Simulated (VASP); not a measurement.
Set up this calculation in VASP 6.6.1, as the native input.

- Task: single point
- Functional: PBE
- Potentials or basis: VASP PAW PBE potentials, release 64 (Ga_d, Mo_sv)
- Cutoff: 520 eV
- k mesh: 6 × 6 × 6
- Occupations: gaussian, width 0.2 eV
- Spin: no spin polarisation
- Dipole correction: no
- Further INCAR settings: ALGO = Fast; EDIFF = 1e-06; NBANDS = 20

The structure of GaMo lies in POSCAR:

```
GaMo
1.0
    0.0000000000      2.5656733331      2.5656733331
    2.5656733331      0.0000000000      2.5656733331
    2.5656733331      2.5656733331      0.0000000000
Ga Mo
1 1
Direct
    0.0000000000      0.0000000000      0.0000000000
    0.5000000000      0.5000000000      0.5000000000
```

These files were run (other wordings do the same):

INCAR

```
ALGO = Fast
EDIFF = 1E-6
ENCUT = 520
GGA = PE
ISIF = 2
ISMEAR = 0
LASPH = True
LCHARG = False
LREAL = False
LWAVE = False
NBANDS = 20
NELM = 100
PREC = Accurate
SIGMA = 0.2
```

KPOINTS

```
k-points
0
Gamma
  6 6 6
```

Potentials or basis: VASP PAW PBE potentials, release 64 (Ga_d, Mo_sv).

The run is started by

```sh
$ cat potpaw_PBE.64/Ga_d/POTCAR potpaw_PBE.64/Mo_sv/POTCAR > POTCAR
$ mpirun -np 1 vasp_std > vasp.out
```

Results of the run:

```
Pressure : -0.1 GPa
```

Run time: 13 s on 1 thread of Intel(R) Xeon(R) Platinum 8375C CPU @ 2.90GHz (Ice Lake) (shared host), peak memory 0.16 GiB.
